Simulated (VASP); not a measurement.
# MnSi (F-43m) in VASP: further runs

Runs on MnSi. Level: PBE. Tasks: single point.

Program: VASP 6.6.1. These are calculated values, not measurements. Logs are shortened: lines on timing, memory, paths and dates and some standing lists are left out, and cuts for length are marked.

## 1. The cell of the first run

The structure is cubic, space group F-43m (No. 216). The conventional cell has a = 4.951 Å, b = 4.951 Å, c = 4.951 Å, α = 90.00°, β = 90.00°, γ = 90.00°. Mn (site symmetry -43m) has 4 Si at 2.14 Å within 2.8 Å. Within 2.8 Å of Si (site symmetry -43m) lie 4 Mn at 2.14 Å.

## 2. Single point, PBE, collinear spin, ferromagnetic start (volume scaled by 0.94)

The input, INCAR:

```
SYSTEM = MnSi
PREC = Accurate
ENCUT = 520
EDIFF = 1E-6
ISMEAR = -1
SIGMA = 0.05
LREAL = .False.
LASPH = .True.
NELM = 150
ALGO = Normal
ISIF = 2
LWAVE = .False.
LCHARG = .True.
ISPIN = 2
MAGMOM = 4 0
LORBIT = 11
LMAXMIX = 4
GGA = PE
LELF = .True.
LVHAR = .True.
NBANDS = 20
```

The input, KPOINTS:

```
Automatic mesh
0
Gamma
  9 9 9
  0 0 0
```

The input, POSCAR:

```
MnSi
1.0
    0.0000000000      2.4756341118      2.4756341118
    2.4756341118      0.0000000000      2.4756341118
    2.4756341118      2.4756341118      0.0000000000
Mn Si
1 1
Direct
    0.0000000000      0.0000000000      0.0000000000
    0.2500000000      0.2500000000      0.2500000000
```

Potentials or basis: VASP PAW PBE potentials, release 64 (Mn_pv, Si).

The run is started by

```console
> cat potpaw_PBE.64/Mn_pv/POTCAR potpaw_PBE.64/Si/POTCAR > POTCAR
> mpirun -np 1 vasp_std > vasp.out
```

OUTCAR:

```text
SYSTEM = MnSi
   PREC = Accurate
   ENCUT = 520
   EDIFF = 1E-6
   ISMEAR = -1
   LREAL = .False.
   LASPH = .True.
   NELM = 150
   ISIF = 2
   ISPIN = 2
   LORBIT = 11
   GGA = PE

 ion  position               nearest neighbor table
   1  0.000  0.000  0.000-   2 2.14   2 2.14   2 2.14   2 2.14
   2  0.250  0.250  0.250-   1 2.14   1 2.14   1 2.14   1 2.14

  LATTYP: Found a face centered cubic cell.
 ALAT       =     4.9512682236

  Lattice vectors:

 A1 = (   0.0000000000,   2.4756341118,   2.4756341118)
 A2 = (   2.4756341118,   0.0000000000,   2.4756341118)
 A3 = (   2.4756341118,   2.4756341118,   0.0000000000)

Analysis of symmetry for initial positions (statically):
=====================================================================
 Subroutine PRICEL returns:
 Original cell was already a primitive cell.

 Routine SETGRP: Setting up the symmetry group for a
 face centered cubic supercell.

 Subroutine GETGRP returns: Found 24 space group operations
 (whereof 24 operations were pure point group operations)
 out of a pool of 48 trial point group operations.

The static configuration has the point symmetry T_d .

Analysis of symmetry for dynamics (positions and initial velocities):
=====================================================================
 Subroutine PRICEL returns:
 Original cell was already a primitive cell.

 Routine SETGRP: Setting up the symmetry group for a
 face centered cubic supercell.

 Subroutine GETGRP returns: Found 24 space group operations
 (whereof 24 operations were pure point group operations)
 out of a pool of 48 trial point group operations.

The dynamic configuration has the point symmetry T_d .

Analysis of structural, dynamic, and magnetic symmetry:
=====================================================================
 Subroutine PRICEL returns:
 Original cell was already a primitive cell.

 Routine SETGRP: Setting up the symmetry group for a
 face centered cubic supercell.

 Subroutine GETGRP returns: Found 24 space group operations
 (whereof 24 operations were pure point group operations)
 out of a pool of 48 trial point group operations.

The overall configuration has the point symmetry T_d .

 Subroutine INISYM returns: Found 24 space group operations
 (whereof 24 operations are pure point group operations),
 and found     1 'primitive' translations

----------------------------------------------------------------------------------------

                                     Primitive cell

  volume of cell :      30.3452

  direct lattice vectors                    reciprocal lattice vectors
     0.000000000  2.475634112  2.475634112    -0.201968456  0.201968456  0.201968456
     2.475634112  0.000000000  2.475634112     0.201968456 -0.201968456  0.201968456
     2.475634112  2.475634112  0.000000000     0.201968456  0.201968456 -0.201968456

  length of vectors
     3.501075336  3.501075336  3.501075336     0.349819628  0.349819628  0.349819628

  position of ions in fractional coordinates (direct lattice)
     0.000000000  0.000000000  0.000000000
     0.250000000  0.250000000  0.250000000

  ion indices of the primitive-cell ions
   primitive index   ion index
                 1           1
                 2           2

----------------------------------------------------------------------------------------

 KPOINTS: Automatic mesh

Automatic generation of k-mesh.
 Grid dimensions read from file:
 generate k-points for:    9    9    9

 Generating k-lattice:

  Cartesian coordinates                     Fractional coordinates (reciprocal lattice)
    -0.022440940  0.022440940  0.022440940     0.111111111  0.000000000  0.000000000
     0.022440940 -0.022440940  0.022440940     0.000000000  0.111111111  0.000000000
     0.022440940  0.022440940 -0.022440940     0.000000000  0.000000000  0.111111111

  Length of vectors
     0.038868848  0.038868848  0.038868848

  Shift w.r.t. Gamma in fractional coordinates (k-lattice)
     0.000000000  0.000000000  0.000000000

 Subroutine IBZKPT returns following result:
 ===========================================

 Found     35 irreducible k-points:

 Following reciprocal coordinates:
            Coordinates               Weight
  0.000000  0.000000  0.000000      1.000000
  0.111111  0.000000  0.000000      8.000000
  0.222222  0.000000  0.000000      8.000000
  0.333333  0.000000  0.000000      8.000000
  0.444444  0.000000  0.000000      8.000000
  0.111111  0.111111  0.000000      6.000000
[... 16 lines left out ...]
 -0.333333  0.333333  0.000000     12.000000
  0.444444  0.444444  0.000000      6.000000
 [... further k-points ...]
   k-points           NKPTS =     35   k-points in BZ     NKDIM =     35   number of bands    NBANDS=     20
   number of dos      NEDOS =    301   number of ions     NIONS =      2
   total plane-waves  NPLWV =  21952
   dimension x,y,z NGX =    28 NGY =   28 NGZ =   28
   dimension x,y,z NGXF=    56 NGYF=   56 NGZF=   56
   ions per type =               1   1
   NGX,Y,Z   is equivalent  to a cutoff of  13.30, 13.30, 13.30 a.u.
   NGXF,Y,Z  is equivalent  to a cutoff of  26.59, 26.59, 26.59 a.u.
 SYSTEM =  MnSi
   PREC   = accura    normal or accurate (medium, high low for compatibility)
   ISTART =      0    job   : 0-new  1-cont  2-samecut
   ICHARG =      2    charge: 1-file 2-atom 10-const
   ISPIN  =      2    spin polarized calculation?
   LNONCOLLINEAR =      F non collinear calculations
   LSORBIT =      F    spin-orbit coupling
   LASPH  =      T    aspherical Exc in radial PAW
   ENCUT  =  520.0 eV  38.22 Ry    6.18 a.u.   6.51  6.51  6.51*2*pi/ulx,y,z
   NELM   =    150;   NELMIN=  2; NELMDL= -5     # of ELM steps
   EDIFF  = 0.1E-05   stopping-criterion for ELM
   LREAL  =      F    real-space projection
   EDIFFG = 0.1E-04   stopping-criterion for IOM
   NSW    =      0    number of steps for IOM
   IBRION =     -1    ionic relax: 0-MD 1-quasi-New 2-CG
   NFREE  =      0    steps in history (QN), initial steepest desc. (CG)
   ISIF   =      2    stress and relaxation
   ISYM   =      2    0-nonsym 1-usesym 2-fastsym
   POTIM  = 0.5000    time-step for ionic-motion
   TEBEG  =    0.0;   TEEND  =   0.0 temperature during run
   PSTRESS=    0.0 pullay stress
   NELECT =      17.0000    total number of electrons
   NUPDOWN=      -1.0000    fix difference up-down
   EMIN   =  10.00;   EMAX   =-10.00  energy-range for DOS
   EFERMI =   0.00;   METHOD = LEGACY
   ISMEAR =    -1;   SIGMA  =   0.05  broadening in eV -4-tet -1-fermi 0-gaus
   EFERMI_NEDOS =   21; number of points for ismear=-14 and -15
   IALGO  =     38    algorithm
   IMIX   =      4    mixing-type and parameters
     AMIX     =   0.40;   BMIX     =  1.00
     AMIX_MAG =   1.60;   BMIX_MAG =  1.00
  volume/ion in A,a.u.               =      15.17       102.39
  Fermi-wavevector in a.u.,A,eV,Ry     =   1.349568  2.550313 24.780740  1.821333
  Thomas-Fermi vector in A             =   2.477144
   LORBIT       =     11    0 simple, 1 ext, 2 COOP (PROOUT), +10 PAW based schemes
   GGA     = PE    functional components
   LHFCALC =     F    Hartree Fock is set to
   AEXX    =    0.0000 exact exchange contribution
   IVDW    =     0    specifies the selected vdW correction
   LEPSILON=     F    determine dielectric tensor
   LRPA    =     F    only Hartree local field effects (RPA)
 spin polarized calculation
  energy-cutoff  :      520.00
  volume of cell :       30.35
 maximum number of plane-waves:       869
 NGX is ok and might be reduce to    28
   NGX = 13   NGY = 13   NGZ = 13

 number of electron      16.9999986 magnetization       1.9054431

 Free energy of the ion-electron system (eV)
  ---------------------------------------------------
  ext. energy  EPLUGINS =         0.00000000
  ---------------------------------------------------
  free energy    TOTEN  =       -12.33112588 eV

  energy without entropy =      -12.31999825  energy(sigma->0) =      -12.32556206

 E-fermi :   7.1473     XC(G=0): -11.1459

 val. band max:        7.1226635136   @ k =  -0.2222   0.3333   0.1111
 cond. band min:       7.1573148796   @ k =   0.4444   0.2222   0.1111
 fundamental gap:      0.0346513659
 Fermi energy:         7.1472507286

 spin component 1

 k-point     1 :       0.0000    0.0000    0.0000
  band No.  band energies     occupation
      1     -41.3850      1.00000
      2     -41.3850      1.00000
      3     -41.3850      1.00000
      4      -3.1634      1.00000
      5       4.2513      1.00000
      6       4.2513      1.00000
[... 12 lines left out ...]
     19      22.5512      0.00000
     20      23.3525      0.00000
[... 507 lines left out ...]
 k-point    24 :       0.4444    0.4444    0.0000
  band No.  band energies     occupation
      1     -41.4043      1.00000
      2     -41.3924      1.00000
      3     -41.3924      1.00000
      4       0.3367      1.00000
      5       2.4832      1.00000
      6       5.0844      1.00000
[... 12 lines left out ...]
     19      27.4621      0.00000
     20      27.4621      0.00000

 [... further k-points ...]

 spin component 2

 k-point     1 :       0.0000    0.0000    0.0000
  band No.  band energies     occupation
      1     -39.3011      1.00000
      2     -39.3011      1.00000
      3     -39.3011      1.00000
      4      -3.1274      1.00000
      5       5.2552      1.00000
      6       5.2552      1.00000
[... 12 lines left out ...]
     19      22.4642      0.00000
     20      23.4970      0.00000
[... 507 lines left out ...]
 k-point    24 :       0.4444    0.4444    0.0000
  band No.  band energies     occupation
      1     -39.3238      1.00000
      2     -39.3098      1.00000
      3     -39.3098      1.00000
      4       0.4112      1.00000
      5       3.0502      1.00000
      6       6.0151      1.00000
[... 12 lines left out ...]
     19      27.5611      0.00000
     20      27.5611      0.00000

 [... further k-points ...]

------------------------ aborting loop because EDIFF is reached ----------------------------------------

  FORCE on cell =-STRESS in cart. coord.  units (eV):
  Direction    XX          YY          ZZ          XY          YZ          ZX
  --------------------------------------------------------------------------------------
  -------------------------------------------------------------------------------------
  Total        5.3891254      5.3891254      5.3891254      0.0000000      0.0000000      0.0000000
  in kB      284.5374927    284.5374927    284.5374927      0.0000000      0.0000000      0.0000000
  external PRESSURE =     284.5374927 kB  Pullay stress =       0.0000000 kB

 VOLUME and BASIS-vectors are now :
 -----------------------------------------------------------------------------
  energy-cutoff  :      520.00
  volume of cell :       30.35
      direct lattice vectors                 reciprocal lattice vectors
     0.000000000  2.475634112  2.475634112    -0.201968456  0.201968456  0.201968456
     2.475634112  0.000000000  2.475634112     0.201968456 -0.201968456  0.201968456
     2.475634112  2.475634112  0.000000000     0.201968456  0.201968456 -0.201968456

 POSITION                                       TOTAL-FORCE (eV/Angst)
 -----------------------------------------------------------------------------------
      0.00000      0.00000      0.00000         0.000000      0.000000      0.000000
      1.23782      1.23782      1.23782        -0.000000     -0.000000     -0.000000
 -----------------------------------------------------------------------------------
    total drift:                                0.000001      0.000001      0.000001

  FREE ENERGIE OF THE ION-ELECTRON SYSTEM (eV)
  ---------------------------------------------------
  free  energy   TOTEN  =       -12.3311258777 eV

  energy  without entropy=      -12.3199982478  energy(sigma->0) =      -12.32556206

 total charge

# of ion       s       p       d       tot
------------------------------------------
    1        0.418   6.304   5.389  12.111
    2        0.853   1.017   0.000   1.870
--------------------------------------------------
tot          1.272   7.321   5.389  13.982

 magnetization (x)

# of ion       s       p       d       tot
------------------------------------------
    1        0.044  -0.009   1.987   2.022
    2       -0.023  -0.106   0.000  -0.130
--------------------------------------------------
tot          0.020  -0.115   1.987   1.892
```

Run time: 46 s. Hardware: 1 thread of Intel Xeon Platinum 8375C at 2.90GHz (Ice Lake), shared host; peak memory 0.19 GiB.

What came out:

```
Free energy                                           : -12.3311 eV
Pressure                                              : 28.5 GPa
Net moment                                            : 1.91 μB per cell
Site moments                                          : Mn +2.02; Si -0.13 μB
Valence electrons inside the program's atomic spheres : Mn 12.11; Si 1.87
```

Levels at points of the mesh, in eV from the Fermi level:
Spin up:
```csv
k point,band 6,band 7,band 8,band 9,band 10,band 11,band 12,band 13
"(0.00, 0.00, 0.00)",-2.90,-2.90,-1.64,-1.64,7.53,7.53,7.53,8.35
```
Spin down:
| k point | band 5 | band 6 | band 7 | band 8 | band 9 | band 10 |
| --- | --- | --- | --- | --- | --- | --- |
| (0.00, 0.00, 0.00) | -1.89 | -1.89 | -1.89 | 0.48 | 0.48 | 7.79 |

## 3. Single point, PBE, collinear spin, ferromagnetic start (volume scaled by 0.96)

The input, INCAR:

```
SYSTEM = MnSi
PREC     = Accurate       ! precision mode
ENCUT    = 520            ! plane-wave cutoff, eV
EDIFF    = 1E-6           ! SCF threshold, eV
ISMEAR   = -1             ! smearing method
SIGMA    = 0.05           ! smearing width, eV
LREAL    = .False.        ! projectors in reciprocal space
LASPH    = .True.         ! aspherical terms in the spheres
NELM     = 150            ! most SCF steps
ALGO     = Normal         ! electronic algorithm
ISIF     = 2              ! what is computed and relaxed
LWAVE    = .False.        ! write WAVECAR
LCHARG   = .False.        ! write CHGCAR
ISPIN    = 2              ! spin polarisation
MAGMOM   = 4 0            ! initial moments
LORBIT   = 11             ! projections on sites
LMAXMIX  = 4              ! l up to which the mixer works
GGA      = PE             ! functional
NBANDS   = 20             ! bands
```

The input, KPOINTS:

```
regular mesh
0
Gamma
  9 9 9
  0 0 0
```

The input, POSCAR:

```
MnSi
1.0
    0.0000000000      2.4930687292      2.4930687292
    2.4930687292      0.0000000000      2.4930687292
    2.4930687292      2.4930687292      0.0000000000
Mn Si
1 1
Direct
    0.0000000000      0.0000000000      0.0000000000
    0.2500000000      0.2500000000      0.2500000000
```

Potentials or basis: VASP PAW PBE potentials, release 64 (Mn_pv, Si).

The run is started by

```console
> cat potpaw_PBE.64/Mn_pv/POTCAR potpaw_PBE.64/Si/POTCAR > POTCAR
> mpirun -np 1 vasp_std > vasp.out
```

Run time: 44 s. Hardware: 1 thread of Intel Xeon Platinum 8375C at 2.90GHz (Ice Lake), shared host; peak memory 0.19 GiB.

It converged, with:

- Free energy: -12.4387 eV
- Pressure: 24.9 GPa
- Net moment: 1.94 μB per cell
- Site moments: Mn +2.07; Si -0.14 μB
- Valence electrons inside the program's atomic spheres: Mn 12.07; Si 1.85

Levels at points of the mesh, in eV from the Fermi level:
Spin up:
| k point | band 6 | band 7 | band 8 | band 9 | band 10 | band 11 | band 12 | band 13 |
| --- | --- | --- | --- | --- | --- | --- | --- | --- |
| (0.00, 0.00, 0.00) | -2.89 | -2.89 | -1.68 | -1.68 | 7.35 | 7.35 | 7.35 | 8.20 |
Spin down:
| k point | band 5 | band 6 | band 7 | band 8 | band 9 | band 10 |
| --- | --- | --- | --- | --- | --- | --- |
| (0.00, 0.00, 0.00) | -1.87 | -1.87 | -1.87 | 0.50 | 0.50 | 7.63 |

## 4. Single point, PBE, collinear spin, ferromagnetic start (volume scaled by 0.98)

The input, INCAR:

```
PREC = Accurate
ENCUT = 520
EDIFF = 1E-6
ISMEAR = -1
SIGMA = 0.05
LREAL = False
LASPH = True
NELM = 150
ALGO = Normal
ISIF = 2
LWAVE = False
LCHARG = False
ISPIN = 2
MAGMOM = 4 0
LORBIT = 11
LMAXMIX = 4
GGA = PE
NBANDS = 20
```

The input, KPOINTS:

```
Automatic mesh
0
Gamma
  9 9 9
```

The input, POSCAR:

```
MnSi
1.0
    0.0000000000      2.5102628500      2.5102628500
    2.5102628500      0.0000000000      2.5102628500
    2.5102628500      2.5102628500      0.0000000000
Mn Si
1 1
Direct
    0.0000000000      0.0000000000      0.0000000000
    0.2500000000      0.2500000000      0.2500000000
```

The run is started by

```console
> cat potpaw_PBE.64/Mn_pv/POTCAR potpaw_PBE.64/Si/POTCAR > POTCAR
> mpirun -np 1 vasp_std > vasp.out
```

Wall time 44 s (1 thread of Intel Xeon Platinum 8375C at 2.90GHz (Ice Lake), shared host); peak memory 0.19 GiB.

Results (log left out):

* Free energy: -12.5330 eV
* Pressure: 21.8 GPa
* Net moment: 1.99 μB per cell
* Site moments: Mn +2.12; Si -0.14 μB
* Valence electrons inside the program's atomic spheres: Mn 12.04; Si 1.84

Levels at points of the mesh, in eV from the Fermi level:
Spin up:
| k point | band 7 | band 8 | band 9 | band 10 | band 11 | band 12 |
| --- | --- | --- | --- | --- | --- | --- |
| (0.00, 0.00, 0.00) | -2.89 | -1.72 | -1.72 | 7.16 | 7.16 | 7.16 |
Spin down:
```csv
k point,band 4,band 5,band 6,band 7,band 8,band 9,band 10,band 11
"(0.00, 0.00, 0.00)",-10.13,-1.84,-1.84,-1.84,0.52,0.52,7.47,7.47
```

## 5. Summary

```csv
cell,gap on the mesh (eV),pressure (GPa),moment (μB)
"a = 3.501 Å, angles 60.0°, 2 atoms",none,28.5,1.91
"a = 3.526 Å, angles 60.0°, 2 atoms",none,24.9,1.94
"a = 3.550 Å, angles 60.0°, 2 atoms",none,21.8,1.99
```

Alike in all rows: task single point; level PBE; potentials or basis VASP PAW PBE potentials, release 64 (Mn_pv, Si); spin collinear, ferromagnetic start; k mesh 9 × 9 × 9; cutoff (eV) 520; smearing fermi-dirac 0.05 eV.

Absolute energies hang on the potentials; compare differences alone.
